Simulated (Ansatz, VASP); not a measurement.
**Two plane-wave programs on SiC**

```
Si C
1.0
     0.00000    2.18986    2.18986
     2.18986    0.00000    2.18986
     2.18986    2.18986    0.00000
Si C
1 1
Direct
  0.75000 0.75000 0.75000
  0.00000 0.00000 0.00000
```

Alike in both runs: functional PBE; k mesh 10 × 10 × 10; occupations gaussian, width 0.02 eV; no spin polarisation.

Ansatz relaxed the structure, and its values are those at the end. VASP's run is a single point on that final structure, the one shown.

|  | VASP | Ansatz |
| --- | --- | --- |
| version | VASP 6.6.1 | Ansatz 0.2.0 |
| potentials or method | VASP PAW PBE potentials, release 64 (Si, C), cutoff 600 eV | scalar-relativistic, plane waves, PAW |
| valence electrons in the cell | 8 | 8 |

Ansatz gave:

```
gap on the k mesh at the Fermi level (eV) : 1.37
least direct gap on the mesh (eV)         : 4.53
pressure (GPa)                            : 0.0
```

**Question.** Estimate VASP's values.

**Answer.** gap on the k mesh at the Fermi level (eV): 1.37; least direct gap on the mesh (eV): 4.53; pressure (GPa): -0.2.

With one functional, cell and mesh, what is left measures potentials, basis and numerics.
